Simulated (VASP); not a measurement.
Here is a VASP 6.6.1 calculation.

POSCAR

```
MgO
1.0
    0.0000000000      2.0939413732      2.0939413732
    2.0939413732      0.0000000000      2.0939413732
    2.0939413732      2.0939413732      0.0000000000
Mg O
1 1
Direct
    0.0000000000      0.0000000000      0.0000000000
    0.5000000000      0.5000000000      0.5000000000
```

Contents of INCAR.step1:

```
  ALGO = Normal
  EDIFF = 1E-5
  ENCUT = 920
  GGA = PE
  GGA_COMPAT = False
  ISMEAR = 0
  LASPH = True
  LCHARG = False
  LREAL = False
  LWAVE = True
  NBANDS = 15
  NELM = 120
  PREC = Accurate
  SIGMA = 0.01
```

The input INCAR.step2:

```
  ALGO = Normal
  EDIFF = 1E-6
  ENCUT = 920
  GGA_COMPAT = False
  ISIF = 2
  ISMEAR = 0
  ISTART = 1
  LASPH = True
  LCHARG = False
  LMIXTAU = True
  LREAL = False
  LWAVE = False
  METAGGA = R2SCAN
  NBANDS = 15
  NELM = 120
  PREC = Accurate
  SIGMA = 0.01
```

KPOINTS

```
k-points
0
Gamma
  10 10 10
```

Potentials or basis: VASP PAW PBE potentials, release 64 (Mg_sv, O).

The run is started by

```bash
$ cat potpaw_PBE.64/Mg_sv/POTCAR potpaw_PBE.64/O/POTCAR > POTCAR
$ cp INCAR.step1 INCAR
$ mpirun -np 1 vasp_std > vasp.out
$ cp INCAR.step2 INCAR
$ mpirun -np 1 vasp_std > vasp.out
```

(1) What does it give for the pressure?

(2) Estimate the band gap on the k mesh.

Answers

(1) 2.5 GPa.

(2) 5.82 eV.

Caveat: the PAW data sets were made with another functional, which shifts forces and pressure a little.
